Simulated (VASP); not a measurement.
# ZnS (Cm) in VASP: notebook

Runs on ZnS. Level: PBE. Tasks: single point.

Everything below comes from runs of VASP 6.6.1. Logs are shortened: lines on timing, memory, paths and dates and some standing lists are left out, and cuts for length are marked.

## 1. The cell of the first run

The structure is monoclinic, space group Cm (No. 8). The conventional cell has a = 6.625 Å, b = 3.825 Å, c = 3.825 Å, α = 90.00°, β = 125.26°, γ = 90.00°. Within 2.6 Å of Zn (site symmetry m) lie 3 S at 1.99 to 2.39 Å. Within 2.6 Å of S (site symmetry m) lie 3 Zn at 1.99 to 2.39 Å.

## 2. Single point, PBE (atom 1 (Zn) moved by (-0.450, +0.000) A along [1 1 0] and z)

Input file INCAR:

```
SYSTEM = ZnS
  PREC = Accurate
  ENCUT = 520
  EDIFF = 1E-6
  ISMEAR = 0
  SIGMA = 0.05
  LREAL = .False.
  LASPH = .True.
  NELM = 100
  ALGO = Normal
  ISIF = 2
  LWAVE = .False.
  LCHARG = .True.
  GGA = PE
  LELF = .True.
  LVHAR = .True.
  NBANDS = 16
```

Input file KPOINTS:

```
regular mesh
0
Gamma
  10 10 10
  0 0 0
```

Input file POSCAR:

```
ZnS
1.0
    0.0000000000      2.7046500000      2.7046500000
    2.7046500000      0.0000000000      2.7046500000
    2.7046500000      2.7046500000      0.0000000000
Zn S
1 1
Direct
    0.0000000000      0.0000000000     -0.1176485133
    0.7500000000      0.7500000000      0.7500000000
```

Potentials or basis: VASP PAW PBE potentials, release 64 (Zn, S).

Run with:

```sh
cat potpaw_PBE.64/Zn/POTCAR potpaw_PBE.64/S/POTCAR > POTCAR
mpirun -np 1 vasp_std > vasp.out
```

OUTCAR:

```text
SYSTEM = ZnS
   PREC = Accurate
   ENCUT = 520
   EDIFF = 1E-6
   ISMEAR = 0
   LREAL = .False.
   LASPH = .True.
   NELM = 100
   ISIF = 2
   GGA = PE

 ion  position               nearest neighbor table
   1  0.000  0.000  0.882-   2 1.99   2 2.39   2 2.39   2 2.72
   2  0.750  0.750  0.750-   1 1.99   1 2.39   1 2.39   1 2.72

  LATTYP: Found a face centered cubic cell.
 ALAT       =     5.4093000000

  Lattice vectors:

 A1 = (   0.0000000000,   2.7046500000,   2.7046500000)
 A2 = (   2.7046500000,   0.0000000000,   2.7046500000)
 A3 = (   2.7046500000,   2.7046500000,   0.0000000000)

Analysis of symmetry for initial positions (statically):
=====================================================================
 Subroutine PRICEL returns:
 Original cell was already a primitive cell.

 Routine SETGRP: Setting up the symmetry group for a
 face centered cubic supercell.

 Subroutine GETGRP returns: Found  2 space group operations
 (whereof  2 operations were pure point group operations)
 out of a pool of 48 trial point group operations.

The static configuration has the point symmetry C_1h.

Analysis of symmetry for dynamics (positions and initial velocities):
=====================================================================
 Subroutine PRICEL returns:
 Original cell was already a primitive cell.

 Routine SETGRP: Setting up the symmetry group for a
 face centered cubic supercell.

 Subroutine GETGRP returns: Found  2 space group operations
 (whereof  2 operations were pure point group operations)
 out of a pool of 48 trial point group operations.

The dynamic configuration has the point symmetry C_1h.

 Subroutine INISYM returns: Found  2 space group operations
 (whereof  2 operations are pure point group operations),
 and found     1 'primitive' translations

----------------------------------------------------------------------------------------

                                     Primitive cell

  volume of cell :      39.5697

  direct lattice vectors                    reciprocal lattice vectors
     0.000000000  2.704650000  2.704650000    -0.184866803  0.184866803  0.184866803
     2.704650000  0.000000000  2.704650000     0.184866803 -0.184866803  0.184866803
     2.704650000  2.704650000  0.000000000     0.184866803  0.184866803 -0.184866803

  length of vectors
     3.824952711  3.824952711  3.824952711     0.320198696  0.320198696  0.320198696

  position of ions in fractional coordinates (direct lattice)
     0.000000000  0.000000000  0.882351487
     0.750000000  0.750000000  0.750000000

  ion indices of the primitive-cell ions
   primitive index   ion index
                 1           1
                 2           2

----------------------------------------------------------------------------------------

 KPOINTS: regular mesh

Automatic generation of k-mesh.
 Grid dimensions read from file:
 generate k-points for:   10   10   10

 Generating k-lattice:

  Cartesian coordinates                     Fractional coordinates (reciprocal lattice)
    -0.018486680  0.018486680  0.018486680     0.100000000  0.000000000  0.000000000
     0.018486680 -0.018486680  0.018486680     0.000000000  0.100000000  0.000000000
     0.018486680  0.018486680 -0.018486680     0.000000000  0.000000000  0.100000000

  Length of vectors
     0.032019870  0.032019870  0.032019870

  Shift w.r.t. Gamma in fractional coordinates (k-lattice)
     0.000000000  0.000000000  0.000000000

 Subroutine IBZKPT returns following result:
 ===========================================

 Found    282 irreducible k-points:

 Following reciprocal coordinates:
            Coordinates               Weight
  0.000000  0.000000  0.000000      1.000000
  0.100000  0.000000  0.000000      4.000000
  0.000000  0.000000  0.100000      2.000000
  0.100000  0.100000  0.100000      2.000000
  0.200000  0.000000  0.000000      4.000000
  0.000000  0.000000  0.200000      2.000000
[... 16 lines left out ...]
  0.200000  0.100000  0.200000      4.000000
  0.100000 -0.100000 -0.100000      4.000000
 [... further k-points ...]
   k-points           NKPTS =    282   k-points in BZ     NKDIM =    282   number of bands    NBANDS=     16
   number of dos      NEDOS =    301   number of ions     NIONS =      2
   total plane-waves  NPLWV =  21952
   dimension x,y,z NGX =    28 NGY =   28 NGZ =   28
   dimension x,y,z NGXF=    56 NGYF=   56 NGZF=   56
   ions per type =               1   1
   NGX,Y,Z   is equivalent  to a cutoff of  12.17, 12.17, 12.17 a.u.
   NGXF,Y,Z  is equivalent  to a cutoff of  24.34, 24.34, 24.34 a.u.
 SYSTEM =  ZnS
   PREC   = accura    normal or accurate (medium, high low for compatibility)
   ISTART =      0    job   : 0-new  1-cont  2-samecut
   ICHARG =      2    charge: 1-file 2-atom 10-const
   ISPIN  =      1    spin polarized calculation?
   LNONCOLLINEAR =      F non collinear calculations
   LSORBIT =      F    spin-orbit coupling
   LASPH  =      T    aspherical Exc in radial PAW
   ENCUT  =  520.0 eV  38.22 Ry    6.18 a.u.   7.11  7.11  7.11*2*pi/ulx,y,z
   NELM   =    100;   NELMIN=  2; NELMDL= -5     # of ELM steps
   EDIFF  = 0.1E-05   stopping-criterion for ELM
   LREAL  =      F    real-space projection
   EDIFFG = 0.1E-04   stopping-criterion for IOM
   NSW    =      0    number of steps for IOM
   IBRION =     -1    ionic relax: 0-MD 1-quasi-New 2-CG
   NFREE  =      0    steps in history (QN), initial steepest desc. (CG)
   ISIF   =      2    stress and relaxation
   ISYM   =      2    0-nonsym 1-usesym 2-fastsym
   POTIM  = 0.5000    time-step for ionic-motion
   TEBEG  =    0.0;   TEEND  =   0.0 temperature during run
   PSTRESS=    0.0 pullay stress
   NELECT =      18.0000    total number of electrons
   NUPDOWN=      -1.0000    fix difference up-down
   EMIN   =  10.00;   EMAX   =-10.00  energy-range for DOS
   EFERMI =   0.00;   METHOD = LEGACY
   ISMEAR =     0;   SIGMA  =   0.05  broadening in eV -4-tet -1-fermi 0-gaus
   EFERMI_NEDOS =   21; number of points for ismear=-14 and -15
   IALGO  =     38    algorithm
   IMIX   =      4    mixing-type and parameters
     AMIX     =   0.40;   BMIX     =  1.00
     AMIX_MAG =   1.60;   BMIX_MAG =  1.00
  volume/ion in A,a.u.               =      19.78       133.51
  Fermi-wavevector in a.u.,A,eV,Ry     =   1.259055  2.379268 21.568210  1.585219
  Thomas-Fermi vector in A             =   2.392634
   LORBIT       =      0    0 simple, 1 ext, 2 COOP (PROOUT), +10 PAW based schemes
   GGA     = PE    functional components
   LHFCALC =     F    Hartree Fock is set to
   AEXX    =    0.0000 exact exchange contribution
   IVDW    =     0    specifies the selected vdW correction
   LEPSILON=     F    determine dielectric tensor
   LRPA    =     F    only Hartree local field effects (RPA)
 non-spin polarized calculation
 Gauss-broadening in eV      SIGMA  =   0.05
  energy-cutoff  :      520.00
  volume of cell :       39.57
 maximum number of plane-waves:      1090
   NGX = 15   NGY = 15   NGZ = 15

 number of electron      18.0000002 magnetization

 Free energy of the ion-electron system (eV)
  ---------------------------------------------------
  ext. energy  EPLUGINS =         0.00000000
  ---------------------------------------------------
  free energy    TOTEN  =        -6.16755819 eV

  energy without entropy =       -6.16755819  energy(sigma->0) =       -6.16755819

 E-fermi :   2.4428     XC(G=0):  -9.6097

 val. band max:        2.2423775516   @ k =   0.0000   0.0000   0.0000
 cond. band min:       4.2461906496   @ k =   0.0000   0.0000   0.0000
 fundamental gap:      2.0038130980
 Fermi energy:         2.4428101011

 k-point     1 :       0.0000    0.0000    0.0000
  band No.  band energies     occupation
      1     -11.2463      2.00000
      2      -4.8803      2.00000
      3      -4.6388      2.00000
      4      -4.3303      2.00000
      5      -4.1011      2.00000
      6      -4.0586      2.00000
[... 8 lines left out ...]
     15      13.6878      0.00000
     16      13.8524      0.00000

 k-point     2 :       0.1000    0.0000    0.0000
  band No.  band energies     occupation
      1     -11.1732      2.00000
      2      -4.8699      2.00000
      3      -4.6271      2.00000
      4      -4.3337      2.00000
      5      -4.0984      2.00000
      6      -4.0585      2.00000
[... 8 lines left out ...]
     15      13.3298      0.00000
     16      14.2116      0.00000

 k-point     3 :       0.0000    0.0000    0.1000
  band No.  band energies     occupation
      1     -11.1826      2.00000
      2      -4.8709      2.00000
      3      -4.6400      2.00000
      4      -4.3238      2.00000
      5      -4.0997      2.00000
      6      -4.0544      2.00000
[... 8 lines left out ...]
     15      13.4368      0.00000
     16      14.2996      0.00000

 k-point     4 :       0.1000    0.1000    0.1000
  band No.  band energies     occupation
      1     -11.1638      2.00000
      2      -4.8895      2.00000
      3      -4.6044      2.00000
      4      -4.3122      2.00000
      5      -4.1088      2.00000
      6      -4.0644      2.00000
[... 8 lines left out ...]
     15      13.1996      0.00000
     16      14.2104      0.00000
[... 324 lines left out ...]
 k-point    22 :       0.1000    0.1000   -0.1000
  band No.  band energies     occupation
      1     -11.0104      2.00000
      2      -4.8548      2.00000
      3      -4.6093      2.00000
      4      -4.3506      2.00000
      5      -4.0847      2.00000
      6      -4.0364      2.00000
[... 8 lines left out ...]
     15      14.0889      0.00000
     16      15.4012      0.00000

 k-point    23 :       0.2000    0.1000    0.2000
  band No.  band energies     occupation
      1     -10.9745      2.00000
      2      -4.8808      2.00000
      3      -4.5646      2.00000
      4      -4.2697      2.00000
      5      -4.1157      2.00000
      6      -4.0725      2.00000
[... 8 lines left out ...]
     15      13.5133      0.00000
     16      15.4023      0.00000

 k-point    24 :       0.1000   -0.1000   -0.1000
  band No.  band energies     occupation
      1     -11.0011      2.00000
      2      -4.8426      2.00000
      3      -4.6115      2.00000
      4      -4.3283      2.00000
      5      -4.0978      2.00000
      6      -4.0461      2.00000
[... 8 lines left out ...]
     15      13.9134      0.00000
     16      15.2851      0.00000

 [... further k-points ...]

------------------------ aborting loop because EDIFF is reached ----------------------------------------

  FORCE on cell =-STRESS in cart. coord.  units (eV):
  Direction    XX          YY          ZZ          XY          YZ          ZX
  --------------------------------------------------------------------------------------
  -------------------------------------------------------------------------------------
  Total        1.7193906      1.7193906      3.1710321      1.9501074      2.5589713      2.5589709
  in kB       69.6180619     69.6180619    128.3949703     78.9597732    103.6126494    103.6126345
  external PRESSURE =      89.2103647 kB  Pullay stress =       0.0000000 kB

 VOLUME and BASIS-vectors are now :
 -----------------------------------------------------------------------------
  energy-cutoff  :      520.00
  volume of cell :       39.57
      direct lattice vectors                 reciprocal lattice vectors
     0.000000000  2.704650000  2.704650000    -0.184866803  0.184866803  0.184866803
     2.704650000  0.000000000  2.704650000     0.184866803 -0.184866803  0.184866803
     2.704650000  2.704650000  0.000000000     0.184866803  0.184866803 -0.184866803

 POSITION                                       TOTAL-FORCE (eV/Angst)
 -----------------------------------------------------------------------------------
      2.38645      2.38645      0.00000         2.438987      2.438987      2.625759
      4.05697      4.05697      4.05697        -2.438987     -2.438987     -2.625759
 -----------------------------------------------------------------------------------
    total drift:                                0.000227      0.000227      0.000069

  FREE ENERGIE OF THE ION-ELECTRON SYSTEM (eV)
  ---------------------------------------------------
  free  energy   TOTEN  =        -6.1675581906 eV

  energy  without entropy=       -6.1675581906  energy(sigma->0) =       -6.16755819
```

Run time: 3.3 min. Hardware: 1 thread of Intel Xeon Platinum 8259CL at 2.50GHz (Skylake/Cascade Lake), shared host; peak memory 0.29 GiB.

What came out:

```yaml
Free_energy: -6.1676 eV
Pressure: 8.9 GPa
Largest_force: 4.335 eV/Å
Band_gap_on_the_k_mesh: 2.00 eV, direct
```

Forces in eV/Å, atoms in the order of the input:
```
Zn   2.439  2.439  2.626
S   -2.439 -2.439 -2.626
```

Caveat: the cell differs from its parent crystal (atom 1 (Zn) moved by (-0.450, +0.000) A along [1 1 0] and z); forces of over 1 eV/Å act on the atoms, so gaps and moduli don't describe the material at rest. A k mesh can miss the band edges.

(Part 1 of 2 ends here.)
